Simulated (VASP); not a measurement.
# WC (P-6m2) in VASP: single point with PBE

Aim: the single point of WC with PBE.

Program: VASP 6.6.1. These are calculated values, not measurements. Logs are shortened: lines on timing, memory, paths and dates and some standing lists are left out, and cuts for length are marked.

## Step 1: The cell of the first run

It takes space group P-6m2 (No. 187, hexagonal). Conventional cell: a = 2.907 Å, b = 2.907 Å, c = 2.837 Å, α = 90.00°, β = 90.00°, γ = 120.00°. W (site symmetry -6m2) has 6 C at 2.20 Å and 8 W at 2.84 to 2.91 Å within 3.0 Å. C (site symmetry -6m2) has 6 W at 2.20 Å and 8 C at 2.84 to 2.91 Å within 3.0 Å.

## Step 2: Single point, PBE, collinear spin

Input file INCAR:

```
  PREC = Accurate
  ENCUT = 1300
  EDIFF = 1E-6
  ISMEAR = -1
  SIGMA = 0.05
  LREAL = F
  LASPH = T
  NELM = 200
  ALGO = Normal
  ISIF = 2
  LWAVE = F
  LCHARG = F
  ISPIN = 2
  MAGMOM = 2 0
  LORBIT = 11
  LMAXMIX = 4
  GGA = PE
  NBANDS = 20
  GGA_COMPAT = F
```

Input file KPOINTS:

```
regular mesh
0
Gamma
  13 13 12
```

Input file POSCAR:

```
WC
1.0
    2.9065000000      0.0000000000      0.0000000000
   -1.4532500000      2.5171028361      0.0000000000
    0.0000000000      0.0000000000      2.8366000000
W C
1 1
Direct
    0.0000000000      0.0000000000      0.0000000000
    0.6666666667      0.3333333333      0.5000000000
```

Potentials or basis: VASP PAW PBE potentials, release 64 (W_sv, C_h).

The run is started by

```
cat potpaw_PBE.64/W_sv/POTCAR potpaw_PBE.64/C_h/POTCAR > POTCAR
mpirun -np 1 vasp_std > vasp.out
```

OUTCAR:

```text
PREC = Accurate
   ENCUT = 1300
   EDIFF = 1E-6
   ISMEAR = -1
   LREAL = F
   LASPH = T
   NELM = 200
   ISIF = 2
   ISPIN = 2
   LORBIT = 11
   GGA = PE

 ion  position               nearest neighbor table
   1  0.000  0.000  0.000-   2 2.20   2 2.20   2 2.20   2 2.20   2 2.20   2 2.20
   2  0.667  0.333  0.500-   1 2.20   1 2.20   1 2.20   1 2.20   1 2.20   1 2.20

  LATTYP: Found a hexagonal cell.
 ALAT       =     2.9065000000
 C/A-ratio  =     0.9759504559

  Lattice vectors:

 A1 = (   2.9065000000,   0.0000000000,   0.0000000000)
 A2 = (  -1.4532500000,   2.5171028361,   0.0000000000)
 A3 = (   0.0000000000,   0.0000000000,   2.8366000000)

Analysis of symmetry for initial positions (statically):
=====================================================================
 Subroutine PRICEL returns:
 Original cell was already a primitive cell.

 Routine SETGRP: Setting up the symmetry group for a
 hexagonal supercell.

 Subroutine GETGRP returns: Found 12 space group operations
 (whereof 12 operations were pure point group operations)
 out of a pool of 24 trial point group operations.

The static configuration has the point symmetry D_3h.

Analysis of symmetry for dynamics (positions and initial velocities):
=====================================================================
 Subroutine PRICEL returns:
 Original cell was already a primitive cell.

 Routine SETGRP: Setting up the symmetry group for a
 hexagonal supercell.

 Subroutine GETGRP returns: Found 12 space group operations
 (whereof 12 operations were pure point group operations)
 out of a pool of 24 trial point group operations.

The dynamic configuration has the point symmetry D_3h.

Analysis of structural, dynamic, and magnetic symmetry:
=====================================================================
 Subroutine PRICEL returns:
 Original cell was already a primitive cell.

 Routine SETGRP: Setting up the symmetry group for a
 hexagonal supercell.

 Subroutine GETGRP returns: Found 12 space group operations
 (whereof 12 operations were pure point group operations)
 out of a pool of 24 trial point group operations.

The overall configuration has the point symmetry D_3h.

 Subroutine INISYM returns: Found 12 space group operations
 (whereof 12 operations are pure point group operations),
 and found     1 'primitive' translations

----------------------------------------------------------------------------------------

                                     Primitive cell

  volume of cell :      20.7525

  direct lattice vectors                    reciprocal lattice vectors
     2.906500000  0.000000000  0.000000000     0.344056425  0.198641070  0.000000000
    -1.453250000  2.517102836  0.000000000     0.000000000  0.397282139  0.000000000
     0.000000000  0.000000000  2.836600000     0.000000000  0.000000000  0.352534725

  length of vectors
     2.906500000  2.906500000  2.836600000     0.397282139  0.397282139  0.352534725

  position of ions in fractional coordinates (direct lattice)
     0.000000000  0.000000000  0.000000000
     0.666666667  0.333333333  0.500000000

  ion indices of the primitive-cell ions
   primitive index   ion index
                 1           1
                 2           2

----------------------------------------------------------------------------------------

 KPOINTS: regular mesh

Automatic generation of k-mesh.
 Grid dimensions read from file:
 generate k-points for:   13   13   12

 Generating k-lattice:

  Cartesian coordinates                     Fractional coordinates (reciprocal lattice)
     0.026465879  0.015280082  0.000000000     0.076923077  0.000000000  0.000000000
     0.000000000  0.030560165  0.000000000     0.000000000  0.076923077  0.000000000
     0.000000000  0.000000000  0.029377894     0.000000000  0.000000000  0.083333333

  Length of vectors
     0.030560165  0.030560165  0.029377894

  Shift w.r.t. Gamma in fractional coordinates (k-lattice)
     0.000000000  0.000000000  0.000000000

 Subroutine IBZKPT returns following result:
 ===========================================

 Found    147 irreducible k-points:

 Following reciprocal coordinates:
            Coordinates               Weight
  0.000000  0.000000  0.000000      1.000000
  0.076923  0.000000  0.000000      6.000000
  0.153846  0.000000  0.000000      6.000000
  0.230769  0.000000  0.000000      6.000000
  0.307692  0.000000  0.000000      6.000000
  0.384615  0.000000  0.000000      6.000000
[... 16 lines left out ...]
  0.076923  0.000000  0.083333     12.000000
  0.153846  0.000000  0.083333     12.000000
 [... further k-points ...]
   k-points           NKPTS =    147   k-points in BZ     NKDIM =    147   number of bands    NBANDS=     20
   number of dos      NEDOS =    301   number of ions     NIONS =      2
   total plane-waves  NPLWV =  46656
   dimension x,y,z NGX =    36 NGY =   36 NGZ =   36
   dimension x,y,z NGXF=    72 NGYF=   72 NGZF=   72
   ions per type =               1   1
   NGX,Y,Z   is equivalent  to a cutoff of  20.59, 20.59, 21.10 a.u.
   NGXF,Y,Z  is equivalent  to a cutoff of  41.18, 41.18, 42.20 a.u.
 SYSTEM =  unknown system
   PREC   = accura    normal or accurate (medium, high low for compatibility)
   ISTART =      0    job   : 0-new  1-cont  2-samecut
   ICHARG =      2    charge: 1-file 2-atom 10-const
   ISPIN  =      2    spin polarized calculation?
   LNONCOLLINEAR =      F non collinear calculations
   LSORBIT =      F    spin-orbit coupling
   LASPH  =      T    aspherical Exc in radial PAW
   ENCUT  = 1300.0 eV  95.55 Ry    9.77 a.u.   8.54  8.54  8.34*2*pi/ulx,y,z
   NELM   =    200;   NELMIN=  2; NELMDL= -5     # of ELM steps
   EDIFF  = 0.1E-05   stopping-criterion for ELM
   LREAL  =      F    real-space projection
   EDIFFG = 0.1E-04   stopping-criterion for IOM
   NSW    =      0    number of steps for IOM
   IBRION =     -1    ionic relax: 0-MD 1-quasi-New 2-CG
   NFREE  =      0    steps in history (QN), initial steepest desc. (CG)
   ISIF   =      2    stress and relaxation
   ISYM   =      2    0-nonsym 1-usesym 2-fastsym
   POTIM  = 0.5000    time-step for ionic-motion
   TEBEG  =    0.0;   TEEND  =   0.0 temperature during run
   PSTRESS=    0.0 pullay stress
   NELECT =      18.0000    total number of electrons
   NUPDOWN=      -1.0000    fix difference up-down
   EMIN   =  10.00;   EMAX   =-10.00  energy-range for DOS
   EFERMI =   0.00;   METHOD = LEGACY
   ISMEAR =    -1;   SIGMA  =   0.05  broadening in eV -4-tet -1-fermi 0-gaus
   EFERMI_NEDOS =   21; number of points for ismear=-14 and -15
   IALGO  =     38    algorithm
   IMIX   =      4    mixing-type and parameters
     AMIX     =   0.40;   BMIX     =  1.00
     AMIX_MAG =   1.60;   BMIX_MAG =  1.00
  volume/ion in A,a.u.               =      10.38        70.02
  Fermi-wavevector in a.u.,A,eV,Ry     =   1.561262  2.950358 33.164744  2.437540
  Thomas-Fermi vector in A             =   2.664353
   LORBIT       =     11    0 simple, 1 ext, 2 COOP (PROOUT), +10 PAW based schemes
   GGA     = PE    functional components
   LHFCALC =     F    Hartree Fock is set to
   AEXX    =    0.0000 exact exchange contribution
   IVDW    =     0    specifies the selected vdW correction
   LEPSILON=     F    determine dielectric tensor
   LRPA    =     F    only Hartree local field effects (RPA)
 spin polarized calculation
  energy-cutoff  :     1300.00
  volume of cell :       20.75
 maximum number of plane-waves:      2249
 NGX is ok and might be reduce to    36
   NGX = 17   NGY = 17   NGZ = 17

 number of electron      18.0000000 magnetization       0.0000430

 number of electron      18.0000000 magnetization      -0.0000178

 Free energy of the ion-electron system (eV)
  ---------------------------------------------------
  ext. energy  EPLUGINS =         0.00000000
  ---------------------------------------------------
  free energy    TOTEN  =       -22.45024454 eV

  energy without entropy =      -22.44744657  energy(sigma->0) =      -22.44884555

 E-fermi :  11.4184     XC(G=0): -13.8343

 val. band max:       11.3774265614   @ k =   0.4615   0.0769   0.4167
 cond. band min:      11.4236296465   @ k =   0.0769   0.0769   0.4167
 fundamental gap:      0.0462030850
 Fermi energy:        11.4184482321

 spin component 1

 k-point     1 :       0.0000    0.0000    0.0000
  band No.  band energies     occupation
      1     -62.5918      1.00000
      2     -26.5708      1.00000
      3     -26.4716      1.00000
      4     -26.4716      1.00000
      5      -3.0397      1.00000
      6       7.0993      1.00000
[... 12 lines left out ...]
     19      34.8190      0.00000
     20      34.8190      0.00000
[... 507 lines left out ...]
 k-point    24 :       0.1538    0.0000    0.0833
  band No.  band energies     occupation
      1     -62.5765      1.00000
      2     -26.6510      1.00000
      3     -26.5972      1.00000
      4     -26.5087      1.00000
      5      -2.2865      1.00000
      6       6.9070      1.00000
[... 12 lines left out ...]
     19      36.4863      0.00000
     20      37.6333      0.00000

 [... further k-points ...]

 spin component 2

 k-point     1 :       0.0000    0.0000    0.0000
  band No.  band energies     occupation
      1     -62.5919      1.00000
      2     -26.5709      1.00000
      3     -26.4717      1.00000
      4     -26.4717      1.00000
      5      -3.0398      1.00000
      6       7.0993      1.00000
[... 12 lines left out ...]
     19      34.8190      0.00000
     20      34.8190      0.00000
[... 507 lines left out ...]
 k-point    24 :       0.1538    0.0000    0.0833
  band No.  band energies     occupation
      1     -62.5767      1.00000
      2     -26.6511      1.00000
      3     -26.5973      1.00000
      4     -26.5088      1.00000
      5      -2.2865      1.00000
      6       6.9070      1.00000
[... 12 lines left out ...]
     19      36.4863      0.00000
     20      37.6333      0.00000

 [... further k-points ...]

------------------------ aborting loop because EDIFF is reached ----------------------------------------

  FORCE on cell =-STRESS in cart. coord.  units (eV):
  Direction    XX          YY          ZZ          XY          YZ          ZX
  --------------------------------------------------------------------------------------
  -------------------------------------------------------------------------------------
  Total        0.8760154      0.8760154      0.8335622      0.0000000      0.0000000      0.0000000
  in kB       67.6321088     67.6321088     64.3545431      0.0000000      0.0000000      0.0000000
  external PRESSURE =      66.5395869 kB  Pullay stress =       0.0000000 kB

 VOLUME and BASIS-vectors are now :
 -----------------------------------------------------------------------------
  energy-cutoff  :     1300.00
  volume of cell :       20.75
      direct lattice vectors                 reciprocal lattice vectors
     2.906500000  0.000000000  0.000000000     0.344056425  0.198641070  0.000000000
    -1.453250000  2.517102836  0.000000000     0.000000000  0.397282139  0.000000000
     0.000000000  0.000000000  2.836600000     0.000000000  0.000000000  0.352534725

 POSITION                                       TOTAL-FORCE (eV/Angst)
 -----------------------------------------------------------------------------------
      0.00000      0.00000      0.00000        -0.000000      0.000000      0.000000
      1.45325      0.83903      1.41830         0.000000     -0.000000      0.000000
 -----------------------------------------------------------------------------------
    total drift:                               -0.000000      0.000000      0.000000

  FREE ENERGIE OF THE ION-ELECTRON SYSTEM (eV)
  ---------------------------------------------------
  free  energy   TOTEN  =       -22.4502445358 eV

  energy  without entropy=      -22.4474465667  energy(sigma->0) =      -22.44884555

 total charge

# of ion       s       p       d       tot
------------------------------------------
    1        2.348   6.425   3.405  12.178
    2        0.467   0.935   0.000   1.402
--------------------------------------------------
tot          2.816   7.360   3.405  13.580

 magnetization (x)

# of ion       s       p       d       tot
------------------------------------------
    1       -0.000  -0.000  -0.000  -0.000
    2        0.000   0.000   0.000   0.000
--------------------------------------------------
tot         -0.000  -0.000  -0.000  -0.000
```

It took 2.9 min on 1 thread of Intel Xeon 6975P-C (Granite Rapids), shared host; peak memory 0.52 GiB.

Results:

```yaml
Free_energy: -22.4502 eV
Pressure: 6.7 GPa
Band_gap_on_the_k_mesh: zero (filled and empty bands overlap)
Net_moment: 0.00 μB per cell
Valence_electrons_inside_the_program's_atomic_spheres: W 12.18; C 1.40
```

Caveat: the cell stands under pressure; spin-orbit coupling is left out, which moves the levels of the heavy elements.

The gap in the log of VASP goes by the Fermi energy; the results here count the filled bands.